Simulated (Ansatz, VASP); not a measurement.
One calculation of Sn, two programs

File INCAR:

```
SYSTEM = Sn
ALGO = Normal
EDIFF = 1E-6
ENCUT = 520
GGA = PS
ISIF = 2
ISMEAR = -1
LASPH = .True.
LCHARG = .True.
LELF = .True.
LREAL = .False.
LVHAR = .True.
LWAVE = .False.
NBANDS = 21
NELM = 60
PREC = Accurate
SIGMA = 0.1
```

The input KPOINTS:

```
k-points
0
Gamma
  13 13 7
  0 0 0
```

POSCAR

```
Sn
1.0
    2.7440528806      0.0000000000      0.0000000000
   -1.3720264403      2.3764195039      0.0000000000
    0.0000000000      0.0000000000      4.4290059567
Sn
2
Direct
    0.3333333333      0.6666666667      0.2500000000
    0.6666666667      0.3333333333      0.7500000000
```

Input for Ansatz:

```yaml
crystal:
  lattice:
    - [2.7440528806, 0.0, 0.0]
    - [-1.3720264403, 2.3764195039, 0.0]
    - [0.0, 0.0, 4.4290059567]
  atoms:
    - { symbol: Sn, position: [0.3333333333, 0.6666666667, 0.25] }
    - { symbol: Sn, position: [0.6666666667, 0.3333333333, 0.75] }
kpoints:
  mp_grid: { grid: [13, 13, 7] }
scf:
  occupations: { method: fermi_dirac, width: 0.1 }
hamiltonian:
  xc: pbesol
  pseudopotentials: { kind: all_electron, lapw: { basis_error: 0.001 } }
output:
  forces: true
  stress: true
  eigenvalues: true
  populations: true
```

Change from the starting cell: volume scaled by 0.55, LAPW.

Alike in both runs: task single point; functional PBEsol; k mesh 13 × 13 × 7; occupations fermi-dirac, width 0.1 eV; no spin polarisation.

```csv
,VASP,Ansatz
version,VASP 6.6.1,Ansatz 0.2.0
potentials or method,"VASP PAW PBE potentials, release 64 (Sn_d), cutoff 520 eV","all-electron LAPW, scalar-relativistic"
```

```tsv
	VASP	Ansatz	Ansatz less VASP
pressure (GPa)	138.6	138.3	-0.35
traceless stress, the component that is largest in VASP (GPa)	0.18	0.17	-0.003
```

VASP's potentials were made for PBE, not for PBEsol. Both programs put the cell under a high pressure, so it lies far from rest at this level. Ansatz ran all-electron here, and VASP with PAW potentials.

Noted on VASP's run: the cell as given lies far from equilibrium.
